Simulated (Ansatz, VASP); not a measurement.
# ZnO: VASP beside Ansatz

File INCAR:

```
PREC     = Accurate       # precision mode
ENCUT    = 520            # plane-wave cutoff, eV
EDIFF    = 1E-6           # SCF threshold, eV
ISMEAR   = 0              # smearing method
SIGMA    = 0.02           # smearing width, eV
LREAL    = F              # projectors in reciprocal space
LASPH    = T              # aspherical terms in the spheres
NELM     = 80             # most SCF steps
ALGO     = Normal         # electronic algorithm
ISIF     = 2              # what is computed and relaxed
LWAVE    = F              # write WAVECAR
LCHARG   = F              # write CHGCAR
GGA      = PE             # functional
IBRION   = 2              # ionic algorithm
NSW      = 60             # ionic steps
EDIFFG   = -0.008         # ionic threshold
```

Contents of KPOINTS:

```
regular mesh
0
Gamma
  12 12 6
```

POSCAR

```
ZnO
1.0
    3.2793907632      0.0000000000      0.0000000000
   -1.6396953816      2.8400357098      0.0000000000
    0.0000000000      0.0000000000      5.6108271595
Zn O
2 2
Direct
    0.6666666667      0.3333333333      0.5045691826
    0.3333333333      0.6666666667      0.0045691826
    0.6666666667      0.3333333333      0.8757408174
    0.3333333333      0.6666666667      0.3757408174
```

Input for Ansatz:

```yaml
crystal:
  lattice:
    - [3.2793907632, 0.0, 0.0]
    - [-1.6396953816, 2.8400357098, 0.0]
    - [0.0, 0.0, 5.6108271595]
  atoms:
    - { symbol: Zn, position: [0.6666666667, 0.3333333333, 0.5045691826] }
    - { symbol: Zn, position: [0.3333333333, 0.6666666667, 0.0045691826] }
    - { symbol: O, position: [0.6666666667, 0.3333333333, 0.8757408174] }
    - { symbol: O, position: [0.3333333333, 0.6666666667, 0.3757408174] }
basis:
  ecutwfc: 420
kpoints:
  mp_grid: { grid: [12, 12, 6] }
hamiltonian:
  xc: pbe
scf:
  occupations: { method: gaussian, width: 0.02 }
output:
  forces: true
  stress: true
  eigenvalues: true
  write_density: true
  write_potential: true
  elf: true
  volumetric_format: npy
relax:
  adjacent_minimum: "off"
  f_tol: 0.008
  max_steps: 40
```

Change from the starting cell: strain along c alone, the other axes held, atoms relaxed: +6.0 %.

Alike in both runs: task relaxation of the atoms; functional PBE; k mesh 12 × 12 × 6; occupations gaussian, width 0.02 eV; no spin polarisation.

|  | VASP | Ansatz |
| --- | --- | --- |
| version | VASP 6.6.1 | Ansatz 0.2.0 |
| potentials or method | VASP PAW PBE potentials, release 64 (Zn, O), cutoff 520 eV | scalar-relativistic, plane waves, PAW |
| valence electrons in the cell | 36 | 36 |

```tsv
	VASP	Ansatz	Ansatz less VASP
gap on the k mesh at the Fermi level, each at its own relaxed structure (eV)	0.54	0.56	+0.018
```

Ansatz's warnings: stress scf threshold loose.
